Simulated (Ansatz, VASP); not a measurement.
**H14SO6: VASP beside Ansatz**

```
CELL_PARAMETERS angstrom
6.21446 0.00000 0.00000
0.00000 6.21446 0.00000
0.00000 0.00000 6.21446
ATOMIC_POSITIONS crystal
O 0.38118 0.69254 0.40483
O 0.34652 0.50786 0.96261
O 0.51034 0.87590 0.88381
O 0.04007 0.52120 0.24055
O 0.63519 0.03002 0.50517
O 0.82994 0.85722 0.17171
H 0.43895 0.83818 0.43583
H 0.44644 0.64519 0.26870
H 0.42954 0.39338 0.89465
H 0.40777 0.65377 0.90910
H 0.63205 0.87987 0.98855
H 0.57041 0.92269 0.74154
H 0.14811 0.59119 0.33972
H 0.13733 0.49171 0.11473
H 0.67958 0.17988 0.52898
H 0.73052 0.96745 0.38842
H 0.94104 0.95426 0.11845
H 0.91319 0.70835 0.19783
H 0.78269 0.58533 0.85781
H 0.04204 0.48392 0.71083
S 0.83119 0.51885 0.65534
```

Alike in both runs: functional LDA; k mesh 1 × 1 × 1; occupations fermi-dirac, width 0.02 eV; no spin polarisation.

Ansatz relaxed the structure, and its values are those at the end. VASP's run is a single point on that final structure, the one shown.

|  | VASP | Ansatz |
| --- | --- | --- |
| version | VASP 6.6.1 | Ansatz 0.2.0 |
| potentials or method | VASP PAW LDA potentials, release 64 (O_h, H_h, S), cutoff 1000 eV | scalar-relativistic, plane waves, PAW |
| valence electrons in the cell | 56 | 56 |

```tsv
	VASP	Ansatz	Ansatz less VASP
gap on the k mesh at the Fermi level (eV)	3.89	3.87	-0.016
rms of the force components (eV/Å)	0.072	0.067	-0.0049
```

LDA's correlation is that of Perdew and Zunger in VASP and of Perdew and Wang (1992) in Ansatz.
